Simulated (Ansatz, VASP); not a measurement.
## One calculation of Al, two programs

INCAR

```
SYSTEM = Al
PREC = Accurate ; ENCUT = 520
EDIFF = 1E-7 ; ISMEAR = 0
SIGMA = 0.15 ; LREAL = .False.
LASPH = .True. ; NELM = 60
ALGO = Fast ; ISIF = 2
LWAVE = .False. ; LCHARG = .False.
NBANDS = 8
```

KPOINTS

```
regular mesh
0
Gamma
  20 20 20
  0 0 0
```

Contents of POSCAR:

```
Al
1.0
   -1.6309991572      1.6309991572      1.6309991572
    1.6309991572     -1.6309991572      1.6309991572
    1.6309991572      1.6309991572     -1.6309991572
Al
1
Direct
    0.0000000000      0.0000000000      0.0000000000
```

Input for Ansatz:

```yaml
crystal:
  lattice:
    - [-1.6309991572, 1.6309991572, 1.6309991572]
    - [1.6309991572, -1.6309991572, 1.6309991572]
    - [1.6309991572, 1.6309991572, -1.6309991572]
  atoms:
    - { symbol: Al, position: [0.0, 0.0, 0.0] }
basis:
  ecutwfc: 420
kpoints:
  mp_grid: { grid: [20, 20, 20] }
hamiltonian:
  xc: lda
scf:
  occupations: { method: gaussian, width: 0.15 }
output:
  forces: true
  stress: true
  eigenvalues: true
```

Change from the starting cell: strain +0.025 along x and y, +0.025 along z, atoms carried along.

Alike in both runs: task single point; functional LDA; k mesh 20 × 20 × 20; occupations gaussian, width 0.15 eV; no spin polarisation.

```csv
,VASP,Ansatz
version,VASP 6.6.1,Ansatz 0.2.0
potentials or method,"VASP PAW LDA potentials, release 64 (Al), cutoff 520 eV","scalar-relativistic, plane waves, PAW"
valence electrons in the cell,3,3
```

|  | VASP | Ansatz | Ansatz less VASP |
| --- | --- | --- | --- |
| gap on the k mesh at the Fermi level (eV) | none | none | - |
| pressure (GPa) | -4.3 | -4.3 | -0.04 |

LDA's correlation is that of Perdew and Zunger in VASP and of Perdew and Wang (1992) in Ansatz. A gap of «none» marks a metal or a gap that the smearing closes.
